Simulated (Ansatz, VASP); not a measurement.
**InSe: VASP beside Ansatz**

```xyz
8
Lattice="4.0059 0.0000 0.0000 -2.0029 3.4692 0.0000 0.0000 0.0000 16.9980" Properties=species:S:1:pos:R:3 pbc="T T T"
In    0.0000    2.3128    5.6380
In    2.0029    1.1564   14.1370
In    2.0029    1.1564   11.3601
In    0.0000    2.3128    2.8611
Se    0.0000    2.3128   10.0810
Se    2.0029    1.1564    1.5820
Se    2.0029    1.1564    6.9171
Se    0.0000    2.3128   15.4161
```

Alike in both runs: functional PBEsol; k mesh 12 × 12 × 2; occupations gaussian, width 0.02 eV; no spin polarisation.

Ansatz relaxed the structure, and its values are those at the end. VASP's run is a single point on that final structure, the one shown.

```csv
,VASP,Ansatz
version,VASP 6.6.1,Ansatz 0.2.0
potentials or method,"VASP PAW PBE potentials, release 64 (In_d, Se), cutoff 520 eV","scalar-relativistic, plane waves, PAW"
valence electrons in the cell,76,116
```

VASP gave:

| Property | Result |
| --- | --- |
| gap on the k mesh at the Fermi level (eV) | 0.42 |
| least direct gap on the mesh (eV) | 0.42 |
| pressure (GPa) | 0.1 |
| rms of the force components (eV/Å) | 0.011 |

What did Ansatz give for the same quantities?

gap on the k mesh at the Fermi level (eV): 0.43; least direct gap on the mesh (eV): 0.43; pressure (GPa): 0.0; rms of the force components (eV/Å): 0.001.

VASP's potentials were made for PBE, not for PBEsol, and Ansatz warns of the same on its side. With one functional, cell and mesh, what is left measures potentials, basis and numerics. VASP's potentials hold 76 valence electrons a cell and Ansatz's 116, so a difference there can come from the potentials and not from the codes.
